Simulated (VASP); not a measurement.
# TiPt3 (Pm-3m) in VASP: a series of runs

TiPt3 is run at these levels: PBEsol; tasks: single point.

Everything below comes from runs of VASP 6.6.1. Logs are shortened: lines on timing, memory, paths and dates and some standing lists are left out, and cuts for length are marked.

## (1) The cell of the first run

It takes space group Pm-3m (No. 221, cubic). The conventional cell has a = 3.689 Å, b = 3.689 Å, c = 3.689 Å, α = 90.00°, β = 90.00°, γ = 90.00°. Ti (site symmetry m-3m) has 12 Pt at 2.61 Å within 3.4 Å. Within 3.4 Å of Pt (site symmetry 4/mmm) lie 4 Ti at 2.61 Å and 8 Pt at 2.61 Å.

## (2) Single point, PBEsol (Os replaced by Pt, lengths x 0.976, strained)

The input, INCAR:

```
SYSTEM = TiPt3
PREC     = Accurate       ! precision mode
ENCUT    = 500            ! plane-wave cutoff, eV
EDIFF    = 1E-6           ! SCF threshold, eV
ISMEAR   = 0              ! smearing method
SIGMA    = 0.1            ! smearing width, eV
LREAL    = .False.        ! projectors in reciprocal space
LASPH    = .True.         ! aspherical terms in the spheres
NELM     = 120            ! most SCF steps
ALGO     = Normal         ! electronic algorithm
ISIF     = 2              ! what is computed and relaxed
LWAVE    = .False.        ! write WAVECAR
LCHARG   = .False.        ! write CHGCAR
GGA      = PS             ! functional
NBANDS   = 29             ! bands
GGA_COMPAT= .False.
```

The input, KPOINTS:

```
regular mesh
0
Gamma
  6 6 6
  0 0 0
```

The input, POSCAR:

```
TiPt3
1.0
    3.6887415961      0.0000000000      0.0000000000
    0.0000000000      3.6887415961      0.0000000000
    0.0000000000      0.0000000000      3.6887415961
Ti Pt
1 3
Direct
    0.0000000000      0.0000000000      0.0000000000
    0.5000000000      0.5000000000      0.0000000000
    0.5000000000      0.0000000000      0.5000000000
    0.0000000000      0.5000000000      0.5000000000
```

Potentials or basis: VASP PAW PBE potentials, release 64 (Ti_sv, Pt).

On the command line:

```console
> cat potpaw_PBE.64/Ti_sv/POTCAR potpaw_PBE.64/Pt/POTCAR > POTCAR
> mpirun -np 1 vasp_std > vasp.out
```

OUTCAR:

```text
SYSTEM = TiPt3
   PREC = Accurate
   ENCUT = 500
   EDIFF = 1E-6
   ISMEAR = 0
   LREAL = .False.
   LASPH = .True.
   NELM = 120
   ISIF = 2
   GGA = PS

 ion  position               nearest neighbor table
   1  0.000  0.000  0.000-   2 2.61   3 2.61   4 2.61   3 2.61   4 2.61   2 2.61   4 2.61   4 2.61
                             2 2.61   3 2.61   3 2.61   2 2.61
   2  0.500  0.500  0.000-   1 2.61   3 2.61   4 2.61   3 2.61   4 2.61   1 2.61   3 2.61   3 2.61
                             1 2.61   4 2.61   4 2.61   1 2.61
   3  0.500  0.000  0.500-   1 2.61   2 2.61   4 2.61   1 2.61   2 2.61   2 2.61   4 2.61   2 2.61
                             1 2.61   4 2.61   1 2.61   4 2.61
   4  0.000  0.500  0.500-   1 2.61   2 2.61   3 2.61   1 2.61   2 2.61   1 2.61   3 2.61   1 2.61
                             2 2.61   3 2.61   2 2.61   3 2.61

  LATTYP: Found a simple cubic cell.
 ALAT       =     3.6887415961

  Lattice vectors:

 A1 = (   3.6887415961,   0.0000000000,   0.0000000000)
 A2 = (   0.0000000000,   3.6887415961,   0.0000000000)
 A3 = (   0.0000000000,   0.0000000000,   3.6887415961)

Analysis of symmetry for initial positions (statically):
=====================================================================
 Subroutine PRICEL returns:
 Original cell was already a primitive cell.

 Routine SETGRP: Setting up the symmetry group for a
 simple cubic supercell.

 Subroutine GETGRP returns: Found 48 space group operations
 (whereof 48 operations were pure point group operations)
 out of a pool of 48 trial point group operations.

The static configuration has the point symmetry O_h .

Analysis of symmetry for dynamics (positions and initial velocities):
=====================================================================
 Subroutine PRICEL returns:
 Original cell was already a primitive cell.

 Routine SETGRP: Setting up the symmetry group for a
 simple cubic supercell.

 Subroutine GETGRP returns: Found 48 space group operations
 (whereof 48 operations were pure point group operations)
 out of a pool of 48 trial point group operations.

The dynamic configuration has the point symmetry O_h .

 Subroutine INISYM returns: Found 48 space group operations
 (whereof 48 operations are pure point group operations),
 and found     1 'primitive' translations

----------------------------------------------------------------------------------------

                                     Primitive cell

  volume of cell :      50.1920

  direct lattice vectors                    reciprocal lattice vectors
     3.688741596  0.000000000  0.000000000     0.271095162  0.000000000  0.000000000
     0.000000000  3.688741596  0.000000000     0.000000000  0.271095162  0.000000000
     0.000000000  0.000000000  3.688741596     0.000000000  0.000000000  0.271095162

  length of vectors
     3.688741596  3.688741596  3.688741596     0.271095162  0.271095162  0.271095162

  position of ions in fractional coordinates (direct lattice)
     0.000000000  0.000000000  0.000000000
     0.500000000  0.500000000  0.000000000
     0.500000000  0.000000000  0.500000000
     0.000000000  0.500000000  0.500000000

  ion indices of the primitive-cell ions
   primitive index   ion index
                 1           1
                 2           2
                 3           3
                 4           4

----------------------------------------------------------------------------------------

 KPOINTS: regular mesh

Automatic generation of k-mesh.
 Grid dimensions read from file:
 generate k-points for:    6    6    6

 Generating k-lattice:

  Cartesian coordinates                     Fractional coordinates (reciprocal lattice)
     0.045182527  0.000000000  0.000000000     0.166666667  0.000000000  0.000000000
     0.000000000  0.045182527  0.000000000     0.000000000  0.166666667  0.000000000
     0.000000000  0.000000000  0.045182527     0.000000000  0.000000000  0.166666667

  Length of vectors
     0.045182527  0.045182527  0.045182527

  Shift w.r.t. Gamma in fractional coordinates (k-lattice)
     0.000000000  0.000000000  0.000000000

 Subroutine IBZKPT returns following result:
 ===========================================

 Found     20 irreducible k-points:

 Following reciprocal coordinates:
            Coordinates               Weight
  0.000000  0.000000  0.000000      1.000000
  0.166667  0.000000  0.000000      6.000000
  0.333333  0.000000  0.000000      6.000000
  0.500000  0.000000  0.000000      3.000000
  0.166667  0.166667  0.000000     12.000000
  0.333333  0.166667  0.000000     24.000000
[... 12 lines left out ...]
  0.500000  0.500000  0.333333      6.000000
  0.500000  0.500000  0.500000      1.000000
   k-points           NKPTS =     20   k-points in BZ     NKDIM =     20   number of bands    NBANDS=     29
   number of dos      NEDOS =    301   number of ions     NIONS =      4
   total plane-waves  NPLWV =  21952
   dimension x,y,z NGX =    28 NGY =   28 NGZ =   28
   dimension x,y,z NGXF=    56 NGYF=   56 NGZF=   56
   ions per type =               1   3
   NGX,Y,Z   is equivalent  to a cutoff of  12.62, 12.62, 12.62 a.u.
   NGXF,Y,Z  is equivalent  to a cutoff of  25.24, 25.24, 25.24 a.u.
 SYSTEM =  TiPt3
   PREC   = accura    normal or accurate (medium, high low for compatibility)
   ISTART =      0    job   : 0-new  1-cont  2-samecut
   ICHARG =      2    charge: 1-file 2-atom 10-const
   ISPIN  =      1    spin polarized calculation?
   LNONCOLLINEAR =      F non collinear calculations
   LSORBIT =      F    spin-orbit coupling
   LASPH  =      T    aspherical Exc in radial PAW
   ENCUT  =  500.0 eV  36.75 Ry    6.06 a.u.   6.73  6.73  6.73*2*pi/ulx,y,z
   NELM   =    120;   NELMIN=  2; NELMDL= -5     # of ELM steps
   EDIFF  = 0.1E-05   stopping-criterion for ELM
   LREAL  =      F    real-space projection
   EDIFFG = 0.1E-04   stopping-criterion for IOM
   NSW    =      0    number of steps for IOM
   IBRION =     -1    ionic relax: 0-MD 1-quasi-New 2-CG
   NFREE  =      0    steps in history (QN), initial steepest desc. (CG)
   ISIF   =      2    stress and relaxation
   ISYM   =      2    0-nonsym 1-usesym 2-fastsym
   POTIM  = 0.5000    time-step for ionic-motion
   TEBEG  =    0.0;   TEEND  =   0.0 temperature during run
   PSTRESS=    0.0 pullay stress
   NELECT =      42.0000    total number of electrons
   NUPDOWN=      -1.0000    fix difference up-down
   EMIN   =  10.00;   EMAX   =-10.00  energy-range for DOS
   EFERMI =   0.00;   METHOD = LEGACY
   ISMEAR =     0;   SIGMA  =   0.10  broadening in eV -4-tet -1-fermi 0-gaus
   EFERMI_NEDOS =   21; number of points for ismear=-14 and -15
   IALGO  =     38    algorithm
   IMIX   =      4    mixing-type and parameters
     AMIX     =   0.40;   BMIX     =  1.00
     AMIX_MAG =   1.60;   BMIX_MAG =  1.00
  volume/ion in A,a.u.               =      12.55        84.68
  Fermi-wavevector in a.u.,A,eV,Ry     =   1.542694  2.915268 32.380556  2.379904
  Thomas-Fermi vector in A             =   2.648462
   LORBIT       =      0    0 simple, 1 ext, 2 COOP (PROOUT), +10 PAW based schemes
   GGA     = PS    functional components
   LHFCALC =     F    Hartree Fock is set to
   AEXX    =    0.0000 exact exchange contribution
   IVDW    =     0    specifies the selected vdW correction
   LEPSILON=     F    determine dielectric tensor
   LRPA    =     F    only Hartree local field effects (RPA)
 non-spin polarized calculation
 Gauss-broadening in eV      SIGMA  =   0.10
  energy-cutoff  :      500.00
  volume of cell :       50.19
 maximum number of plane-waves:      1328
 NGX is ok and might be reduce to    28
   NGX = 13   NGY = 13   NGZ = 13

 number of electron      42.0000003 magnetization

 Free energy of the ion-electron system (eV)
  ---------------------------------------------------
  ext. energy  EPLUGINS =         0.00000000
  ---------------------------------------------------
  free energy    TOTEN  =       -31.15458210 eV

  energy without entropy =      -31.14616000  energy(sigma->0) =      -31.15037105

 E-fermi :  15.0474     XC(G=0): -14.3970

 val. band max:       15.0321715084   @ k =   0.5000   0.1667   0.1667
 cond. band min:      15.1185417148   @ k =   0.5000   0.5000   0.0000
 fundamental gap:      0.0863702064
 Fermi energy:        15.0473905760

 k-point     1 :       0.0000    0.0000    0.0000
  band No.  band energies     occupation
      1     -42.8042      2.00000
      2     -19.1985      2.00000
      3     -19.1985      2.00000
      4     -19.1985      2.00000
      5       2.9120      2.00000
      6       5.5421      2.00000
[... 21 lines left out ...]
     28      17.5868      0.00000
     29      25.3529      0.00000

 k-point     2 :       0.1667    0.0000    0.0000
  band No.  band energies     occupation
      1     -42.8027      2.00000
      2     -19.2166      2.00000
      3     -19.2022      2.00000
      4     -19.2022      2.00000
      5       3.3441      2.00000
      6       5.8374      2.00000
[... 21 lines left out ...]
     28      19.2218      0.00000
     29      24.3500      0.00000

 k-point     3 :       0.3333    0.0000    0.0000
  band No.  band energies     occupation
      1     -42.7997      2.00000
      2     -19.2524      2.00000
      3     -19.2095      2.00000
      4     -19.2095      2.00000
      5       4.4797      2.00000
      6       6.5472      2.00000
[... 21 lines left out ...]
     28      21.7864      0.00000
     29      23.3847      0.00000

 k-point     4 :       0.5000    0.0000    0.0000
  band No.  band energies     occupation
      1     -42.7981      2.00000
      2     -19.2702      2.00000
      3     -19.2131      2.00000
      4     -19.2131      2.00000
      5       5.3694      2.00000
      6       6.8705      2.00000
[... 469 lines left out ...]
     28      18.5942      0.00000
     29      21.6924      0.00000

 k-point    19 :       0.5000    0.5000    0.3333
  band No.  band energies     occupation
      1     -42.7979      2.00000
      2     -19.2310      2.00000
      3     -19.2310      2.00000
      4     -19.2255      2.00000
      5       5.9141      2.00000
      6       5.9141      2.00000
[... 21 lines left out ...]
     28      17.7056      0.00000
     29      22.5985      0.00000

 k-point    20 :       0.5000    0.5000    0.5000
  band No.  band energies     occupation
      1     -42.7985      2.00000
      2     -19.2253      2.00000
      3     -19.2253      2.00000
      4     -19.2253      2.00000
      5       5.6465      2.00000
      6       5.6465      2.00000
[... 21 lines left out ...]
     28      16.9111      0.00000
     29      22.0487      0.00000

------------------------ aborting loop because EDIFF is reached ----------------------------------------

  FORCE on cell =-STRESS in cart. coord.  units (eV):
  Direction    XX          YY          ZZ          XY          YZ          ZX
  --------------------------------------------------------------------------------------
  -------------------------------------------------------------------------------------
  Total       20.8736301     20.8736301     20.8736301      0.0000000      0.0000000     -0.0000000
  in kB      666.3062193    666.3062193    666.3062193      0.0000000      0.0000000     -0.0000000
  external PRESSURE =     666.3062193 kB  Pullay stress =       0.0000000 kB

 VOLUME and BASIS-vectors are now :
 -----------------------------------------------------------------------------
  energy-cutoff  :      500.00
  volume of cell :       50.19
      direct lattice vectors                 reciprocal lattice vectors
     3.688741596  0.000000000  0.000000000     0.271095162  0.000000000  0.000000000
     0.000000000  3.688741596  0.000000000     0.000000000  0.271095162  0.000000000
     0.000000000  0.000000000  3.688741596     0.000000000  0.000000000  0.271095162

 POSITION                                       TOTAL-FORCE (eV/Angst)
 -----------------------------------------------------------------------------------
      0.00000      0.00000      0.00000         0.000000      0.000000      0.000000
      1.84437      1.84437      0.00000         0.000000      0.000000      0.000000
      1.84437      0.00000      1.84437         0.000000      0.000000      0.000000
      0.00000      1.84437      1.84437         0.000000      0.000000      0.000000
 -----------------------------------------------------------------------------------
    total drift:                                0.000000      0.000000      0.000000

  FREE ENERGIE OF THE ION-ELECTRON SYSTEM (eV)
  ---------------------------------------------------
  free  energy   TOTEN  =       -31.1545821041 eV

  energy  without entropy=      -31.1461599995  energy(sigma->0) =      -31.15037105
```

Run time: 31 s. Hardware: 1 thread of Intel Xeon Platinum 8259CL at 2.50GHz (Skylake/Cascade Lake), shared host; peak memory 0.17 GiB.

Results:

```
Free energy            : -31.1546 eV
Pressure               : 66.6 GPa
Band gap on the k mesh : zero (bands 21 and 22 overlap by 1.97 eV)
```

Caveat: the cell differs from its parent crystal (Os replaced by Pt, lengths x 0.976, strained); the cell stands under pressure; the PAW data sets were made with another functional, which shifts forces and pressure a little; spin-orbit coupling is left out, which moves the levels of the heavy elements.

(Continued in part 2 of 2.)
